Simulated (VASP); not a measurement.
A run of VASP 6.6.1:

File INCAR:

```
PREC = Accurate ; ENCUT = 520
EDIFF = 1E-7 ; ISMEAR = 0
SIGMA = 0.05 ; LREAL = F
LASPH = T ; NELM = 100
ALGO = Normal ; ISIF = 2
LWAVE = F ; LCHARG = T
LDIPOL = T ; IDIPOL = 3
DIPOL = 0.5 0.5 0.373 ; GGA = PE
LELF = T ; LVHAR = T
LVACPOTAV = T ; NBANDS = 32
```

File KPOINTS:

```
Automatic mesh
0
Gamma
  6 6 1
```

POSCAR

```
ZnCd2Te2
1.0
    4.6794578583      0.0000000000      0.0000000000
   -2.3397289292      4.0525293813      0.0000000000
    0.0000000000      0.0000000000     20.0807280860
Te Cd Zn
2 2 1
Direct
    0.0000000000      0.0000000000      0.1991959646
    0.3333333333      0.6666666667      0.4037116126
    0.3333333333      0.6666666667      0.2467634796
    0.6666666667      0.3333333333      0.4273116019
    0.6666666667      0.7777777778      0.5858700601
```

Potentials or basis: VASP PAW PBE potentials, release 64 (Te, Cd, Zn).

The run is started by

```sh
$ cat potpaw_PBE.64/Te/POTCAR potpaw_PBE.64/Cd/POTCAR potpaw_PBE.64/Zn/POTCAR > POTCAR
$ mpirun -np 1 vasp_std > vasp.out
```

Hardware: 1 thread of Intel(R) Xeon(R) 6975P-C (Granite Rapids) (shared host).

How long does it take, and how much memory?

Wall time 3.2 min on 1 thread of Intel(R) Xeon(R) 6975P-C (Granite Rapids), with other jobs on the host, peak memory 0.61 GiB. Counts: scf iterations 22, k points 20.
